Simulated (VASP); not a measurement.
# Ga (I4/mmm) in VASP: further runs, part 2 of 2

VASP 6.6.1. Earlier steps stand in the parts before.

**4. Single point, PBEsol (strained)**

Contents of INCAR:

```
PREC = Accurate
ENCUT = 520
EDIFF = 1E-6
ISMEAR = 0
SIGMA = 0.1
LREAL = False
LASPH = True
NELM = 60
ALGO = Normal
ISIF = 2
LWAVE = False
LCHARG = False
GGA = PS
NBANDS = 12
```

Contents of KPOINTS:

```
regular mesh
0
Gamma
  20 20 20
```

Contents of POSCAR:

```
Ga
1.0
   -1.4216061600      1.4216061600      2.3906916600
    1.4216061600     -1.4216061600      2.3906916600
    1.4216061600      1.4216061600     -2.3906916600
Ga
1
Direct
    0.0000000000      0.0000000000      0.0000000000
```

Potentials or basis: VASP PAW PBE potentials, release 64 (Ga_d).

Launch:

```bash
cat potpaw_PBE.64/Ga_d/POTCAR > POTCAR
mpirun -np 1 vasp_std > vasp.out
```

OUTCAR:

```text
PREC = Accurate
   ENCUT = 520
   EDIFF = 1E-6
   ISMEAR = 0
   LREAL = False
   LASPH = True
   NELM = 60
   ISIF = 2
   GGA = PS

 ion  position               nearest neighbor table
   1  0.000  0.000  0.000-

  LATTYP: Found a body centered tetragonal cell.
 ALAT       =     2.8432123200
 C/A-ratio  =     1.6816835262

  Lattice vectors:

 A1 = (  -1.4216061600,   1.4216061600,   2.3906916600)
 A2 = (   1.4216061600,  -1.4216061600,   2.3906916600)
 A3 = (   1.4216061600,   1.4216061600,  -2.3906916600)
[... 538 lines left out ...]
     12      22.2940      0.00000

 [... further k-points ...]

------------------------ aborting loop because EDIFF is reached ----------------------------------------

  FORCE on cell =-STRESS in cart. coord.  units (eV):
  Direction    XX          YY          ZZ          XY          YZ          ZX
  --------------------------------------------------------------------------------------
  -------------------------------------------------------------------------------------
  Total       -0.4583978     -0.4583978     -0.5677295      0.0000000      0.0000000      0.0000000
  in kB      -38.0023910    -38.0023910    -47.0662791      0.0000000      0.0000000      0.0000000
  external PRESSURE =     -41.0236871 kB  Pullay stress =       0.0000000 kB

 VOLUME and BASIS-vectors are now :
 -----------------------------------------------------------------------------
  energy-cutoff  :      520.00
  volume of cell :       19.33
      direct lattice vectors                 reciprocal lattice vectors
    -1.421606160  1.421606160  2.390691660     0.000000000  0.351714852  0.209144495
     1.421606160 -1.421606160  2.390691660     0.351714852  0.000000000  0.209144495
     1.421606160  1.421606160 -2.390691660     0.351714852  0.351714852  0.000000000

 POSITION                                       TOTAL-FORCE (eV/Angst)
 -----------------------------------------------------------------------------------
      0.00000      0.00000      0.00000         0.000000     -0.000000      0.000000
 -----------------------------------------------------------------------------------
    total drift:                               -0.000000      0.000000     -0.000000

  FREE ENERGIE OF THE ION-ELECTRON SYSTEM (eV)
  ---------------------------------------------------
  free  energy   TOTEN  =        -3.3128521297 eV

  energy  without entropy=       -3.3110096707  energy(sigma->0) =       -3.31193090
```

OSZICAR:

```text
N       E                     dE             d eps       ncg     rms          rms(c)
DAV:   1     0.439534232136E+02    0.43953E+02   -0.66910E+03 16488   0.186E+03
DAV:   2    -0.109747005935E+01   -0.45051E+02   -0.43358E+02 16236   0.263E+02
DAV:   3    -0.333351815555E+01   -0.22360E+01   -0.22307E+01 17652   0.464E+01
DAV:   4    -0.335243817350E+01   -0.18920E-01   -0.18918E-01 17640   0.459E+00
DAV:   5    -0.335264819955E+01   -0.21003E-03   -0.21002E-03 18280   0.464E-01    0.908E-01
DAV:   6    -0.332005631529E+01    0.32592E-01   -0.55504E-02 19364   0.473E+00    0.431E-01
DAV:   7    -0.331368655657E+01    0.63698E-02   -0.83636E-03 21320   0.155E+00    0.132E-01
DAV:   8    -0.331284938689E+01    0.83717E-03   -0.76457E-04 19700   0.495E-01    0.745E-03
DAV:   9    -0.331285136661E+01   -0.19797E-05   -0.75660E-06 19664   0.410E-02    0.338E-03
DAV:  10    -0.331285212966E+01   -0.76305E-06   -0.24793E-07 12460   0.690E-03
   1 F= -.33128521E+01 E0= -.33119309E+01  d E =-.184246E-02
```

stdout:

```text
POSCAR found type information on POSCAR Ga
 POSCAR found :  1 types and       1 ions
 scaLAPACK will be used
 -----------------------------------------------------------------------------
|                                                                             |
|                                                                             |
|     You enforced a specific xc type in the INCAR file but a different       |
|     I HOPE YOU KNOW WHAT YOU ARE DOING!                                     |
|                                                                             |
 -----------------------------------------------------------------------------

 LDA part: xc-table for (Slater+PW92), standard interpolation
 POSCAR, INCAR and KPOINTS ok, starting setup
 FFT: planning ... GRIDC
 FFT: planning ... GRID_SOFT
 FFT: planning ... GRID
 WAVECAR not read
 entering main loop
```

Wall time 30 s (1 thread of Intel Xeon 6975P-C (Granite Rapids), shared host); peak memory 0.25 GiB.

What came out:

- Free energy: -3.3129 eV
- Pressure: -4.1 GPa

Caveat: the cell differs from its parent crystal (strained); the PAW data sets were made with another functional, which shifts forces and pressure a little.

**5. Single point, PBEsol (volume scaled by 1.10, then relaxed in part)**

Contents of INCAR:

```
SYSTEM = Ga
PREC = Accurate ; ENCUT = 520
EDIFF = 1E-6 ; ISMEAR = 0
SIGMA = 0.1 ; LREAL = .FALSE.
LASPH = .TRUE. ; NELM = 100
ALGO = Fast ; ISIF = 2
LWAVE = .FALSE. ; LCHARG = .FALSE.
GGA = PS ; NBANDS = 12
```

Contents of KPOINTS:

```
regular mesh
0
G
  20 20 20
  0 0 0
```

Contents of POSCAR:

```
Ga
1.0
   -1.4390226710      1.4390226710      2.3538615283
    1.4390226710     -1.4390226710      2.3538615283
    1.4390226710      1.4390226710     -2.3538615283
Ga
1
Direct
    0.0000000000      0.0000000000      0.0000000000
```

Potentials or basis: VASP PAW PBE potentials, release 64 (Ga_d).

Launch:

```bash
cat potpaw_PBE.64/Ga_d/POTCAR > POTCAR
mpirun -np 1 vasp_std > vasp.out
```

OUTCAR:

```text
SYSTEM = Ga
   PREC = Accurate
   ENCUT = 520
   EDIFF = 1E-6
   ISMEAR = 0
   LREAL = .FALSE.
   LASPH = .TRUE.
   NELM = 100
   ISIF = 2
   GGA = PS

 ion  position               nearest neighbor table
   1  0.000  0.000  0.000-

  LATTYP: Found a body centered tetragonal cell.
 ALAT       =     2.8780453420
 C/A-ratio  =     1.6357362366

  Lattice vectors:

 A1 = (  -1.4390226710,   1.4390226710,   2.3538615283)
 A2 = (   1.4390226710,  -1.4390226710,   2.3538615283)
 A3 = (   1.4390226710,   1.4390226710,  -2.3538615283)
[... 540 lines left out ...]

 [... further k-points ...]

------------------------ aborting loop because EDIFF is reached ----------------------------------------

  FORCE on cell =-STRESS in cart. coord.  units (eV):
  Direction    XX          YY          ZZ          XY          YZ          ZX
  --------------------------------------------------------------------------------------
  -------------------------------------------------------------------------------------
  Total       -0.5537954     -0.5537954     -0.5391262      0.0000000      0.0000000      0.0000000
  in kB      -45.5075849    -45.5075849    -44.3021508      0.0000000      0.0000000      0.0000000
  external PRESSURE =     -45.1057736 kB  Pullay stress =       0.0000000 kB

 VOLUME and BASIS-vectors are now :
 -----------------------------------------------------------------------------
  energy-cutoff  :      520.00
  volume of cell :       19.50
      direct lattice vectors                 reciprocal lattice vectors
    -1.439022671  1.439022671  2.353861528     0.000000000  0.347458042  0.212416913
     1.439022671 -1.439022671  2.353861528     0.347458042  0.000000000  0.212416913
     1.439022671  1.439022671 -2.353861528     0.347458042  0.347458042  0.000000000

 POSITION                                       TOTAL-FORCE (eV/Angst)
 -----------------------------------------------------------------------------------
      0.00000      0.00000      0.00000        -0.000000     -0.000000      0.000000
 -----------------------------------------------------------------------------------
    total drift:                                0.000000      0.000000     -0.000000

  FREE ENERGIE OF THE ION-ELECTRON SYSTEM (eV)
  ---------------------------------------------------
  free  energy   TOTEN  =        -3.3092284978 eV

  energy  without entropy=       -3.3073639921  energy(sigma->0) =       -3.30829624
```

OSZICAR:

```text
N       E                     dE             d eps       ncg     rms          rms(c)
DAV:   1     0.442392236001E+02    0.44239E+02   -0.66739E+03 16524   0.185E+03
DAV:   2    -0.109416059232E+01   -0.45333E+02   -0.43669E+02 16268   0.266E+02
DAV:   3    -0.332909980768E+01   -0.22349E+01   -0.22302E+01 17684   0.464E+01
DAV:   4    -0.334805167567E+01   -0.18952E-01   -0.18949E-01 17736   0.463E+00
DAV:   5    -0.334826021563E+01   -0.20854E-03   -0.20854E-03 18316   0.464E-01    0.890E-01
RMM:   6    -0.331600035531E+01    0.32260E-01   -0.41344E-02 21608   0.289E+00    0.430E-01
RMM:   7    -0.330996452059E+01    0.60358E-02   -0.11634E-02 23103   0.113E+00    0.129E-01
RMM:   8    -0.330921791535E+01    0.74661E-03   -0.12230E-03 22977   0.365E-01    0.105E-02
RMM:   9    -0.330922512275E+01   -0.72074E-05   -0.18577E-04 23589   0.190E-01    0.818E-03
RMM:  10    -0.330922835787E+01   -0.32351E-05   -0.31780E-05 23207   0.675E-02    0.547E-04
RMM:  11    -0.330922849776E+01   -0.13989E-06   -0.27665E-06 14221   0.174E-02
   1 F= -.33092285E+01 E0= -.33082962E+01  d E =-.186451E-02
```

Run time: 39 s. Hardware: 1 thread of Intel Xeon 6975P-C (Granite Rapids), shared host; peak memory 0.25 GiB.

What came out:

```yaml
Free_energy: -3.3092 eV
Pressure: -4.5 GPa
```

Stress tensor (GPa, compression positive):
```
-4.55  0.00  0.00
 0.00 -4.55  0.00
 0.00  0.00 -4.43
```

Caveat: the PAW data sets were made with another functional, which shifts forces and pressure a little.

**6. Overview**

| cell | gap on the mesh (eV) | pressure (GPa) |
| --- | --- | --- |
| a = 3.020 Å, angles 123.4, 123.4, 84.2°, 1 atom | none | -2.0 |
| a = 3.121 Å, angles 126.9, 126.9, 78.5°, 1 atom | none | -3.0 |
| a = 3.124 Å, angles 125.9, 125.9, 80.1°, 1 atom | none | -4.1 |
| a = 3.112 Å, angles 124.9, 124.9, 81.7°, 1 atom | none | -4.5 |

Alike in all rows: task single point; level PBEsol; potentials or basis VASP PAW PBE potentials, release 64 (Ga_d); no spin polarisation; k mesh 20 × 20 × 20; cutoff (eV) 520; smearing gaussian 0.1 eV.

Caveats: the PAW data sets were made with another functional, which shifts forces and pressure a little.

Absolute energies hang on the potentials; compare differences alone.
